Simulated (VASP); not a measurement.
Input of a VASP 6.6.1 run:

POSCAR

```
TaN
1.0
    0.0000000000      2.2171325000      2.1790000000
    2.1790000000      0.0000000000      2.1790000000
    2.1790000000      2.2171325000      0.0000000000
Ta N
1 1
Direct
    0.5000000000      0.5000000000      0.5000000000
    0.0000000000      0.0000000000      0.0000000000
```

Contents of INCAR.step1:

```
SYSTEM = TaN
PREC = Accurate
ENCUT = 520
ISMEAR = 0
SIGMA = 0.15
LREAL = .FALSE.
LASPH = .TRUE.
NELM = 60
NBANDS = 15
GGA = PE
ALGO = Normal
EDIFF = 1E-4
LWAVE = .TRUE.
LCHARG = .FALSE.
```

INCAR.step2

```
SYSTEM = TaN
PREC = Accurate
ENCUT = 520
EDIFF = 1E-6
ISMEAR = 0
SIGMA = 0.15
LREAL = .FALSE.
LASPH = .TRUE.
NELM = 60
ALGO = Normal
ISIF = 2
LWAVE = .FALSE.
LCHARG = .FALSE.
METAGGA = R2SCAN
LMIXTAU = .TRUE.
NBANDS = 15
ISTART = 1
```

The input KPOINTS:

```
regular mesh
0
G
  18 18 18
  0 0 0
```

Potentials or basis: VASP PAW PBE potentials, release 64 (Ta_pv, N).

Run with:

```console
$ cat potpaw_PBE.64/Ta_pv/POTCAR potpaw_PBE.64/N/POTCAR > POTCAR
$ cp INCAR.step1 INCAR
$ mpirun -np 1 vasp_std > vasp.out
$ cp INCAR.step2 INCAR
$ mpirun -np 1 vasp_std > vasp.out
```

Q: Predict the pressure.

A: 5.5 GPa.

Q: What does it give for the band gap on the k mesh?

A: Zero (bands 8 and 9 overlap by 4.01 eV).

Stress tensor (GPa, compression positive):
```
 9.06  0.00  0.00
 0.00 -1.74  0.00
 0.00  0.00  9.06
```

Caveat: the cell differs from its parent crystal (strain +0.0175 x Voigt [0, 1, 0, 0, 0, 0]); the cell stands under pressure; the PAW data sets were made with another functional, which shifts forces and pressure a little; spin-orbit coupling is left out, which moves the levels of the heavy elements.
